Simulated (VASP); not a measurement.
Wanted: the native input for a VASP 6.6.1 run.

| Property | Result |
| --- | --- |
| Task | single point |
| Functional | PBE |
| Potentials or basis | VASP PAW PBE potentials, release 64 (Ti_sv, Al) |
| Cutoff | 520 eV |
| k mesh | 4 × 4 × 4 |
| Occupations | gaussian, width 0.1 eV |
| Spin | no spin polarisation |
| Dipole correction | no |
| Further INCAR settings | ALGO = Fast; EDIFF = 1e-06; NBANDS = 36 |

The structure of Ti2Al lies in POSCAR:

```
Ti2Al
1.0
    0.0000000000      3.5966636000      3.5966636000
    3.5966636000      0.0000000000      3.5966636000
    3.5966636000      3.5966636000      0.0000000000
Ti Al
4 2
Direct
    0.6250000000      0.6250000000      0.6250000000
    0.1250000000      0.6250000000      0.6250000000
    0.6250000000      0.1250000000      0.6250000000
    0.6250000000      0.6250000000      0.1250000000
    0.0000000000      0.0000000000      0.0000000000
    0.2500000000      0.2500000000      0.2500000000
```

The cell was generated, and may not be a known phase.

The input as run:

INCAR

```
PREC = Accurate ; ENCUT = 520
EDIFF = 1E-6 ; ISMEAR = 0
SIGMA = 0.1 ; LREAL = False
LASPH = True ; NELM = 80
ALGO = Fast ; ISIF = 2
LWAVE = False ; LCHARG = False
GGA = PE ; NBANDS = 36
```

KPOINTS

```
Automatic mesh
0
Gamma
  4 4 4
```

Potentials or basis: VASP PAW PBE potentials, release 64 (Ti_sv, Al).

Command:

```console
$ cat potpaw_PBE.64/Ti_sv/POTCAR potpaw_PBE.64/Al/POTCAR > POTCAR
$ mpirun -np 1 vasp_std > vasp.out
```

Results of the run:

The pressure is 10.2 GPa. The band gap on the k mesh is zero (bands 27 and 28 overlap by 0.56 eV).

Caveat: the k points lie up to 0.38 Å⁻¹ apart, too coarse for converged energies and pressures of a metal.

Wall time 2.7 min on 1 thread of AMD EPYC 7R43 64-Core Processor (Zen 3), with other jobs on the host, peak memory 0.2 GiB.
